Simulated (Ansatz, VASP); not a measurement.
**One calculation of Na2Ag, two programs**

```
CELL_PARAMETERS angstrom
4.37398 0.00000 0.00000
-2.18699 3.78798 0.00000
0.00000 0.00000 3.83151
ATOMIC_POSITIONS crystal
Na 0.33330 0.66670 0.50000
Na 0.66660 0.33330 0.50000
Ag 0.00000 0.00000 0.00000
```

Alike in both runs: task single point; functional PBE; k mesh 9 × 9 × 9; no spin polarisation.

```csv
,VASP,Ansatz
version,VASP 6.6.1,Ansatz 0.2.0
potentials or method,"VASP PAW PBE potentials, release 64 (Na_pv, Ag), cutoff 520 eV",PAW plane waves
occupations,"fermi-dirac, width 0.1 eV",fermi-dirac
valence electrons in the cell,25,37
```

|  | VASP | Ansatz | Ansatz less VASP |
| --- | --- | --- | --- |
| pressure (GPa) | 4.9 | 4.9 | +0.01 |
| traceless stress, the component that is largest in VASP (GPa) | -7.26 | -7.26 | +0.007 |

VASP's potentials hold 25 valence electrons a cell and Ansatz's 37, so a difference there can come from the potentials and not from the codes. Ansatz's warnings: structure snapped to symmetry.
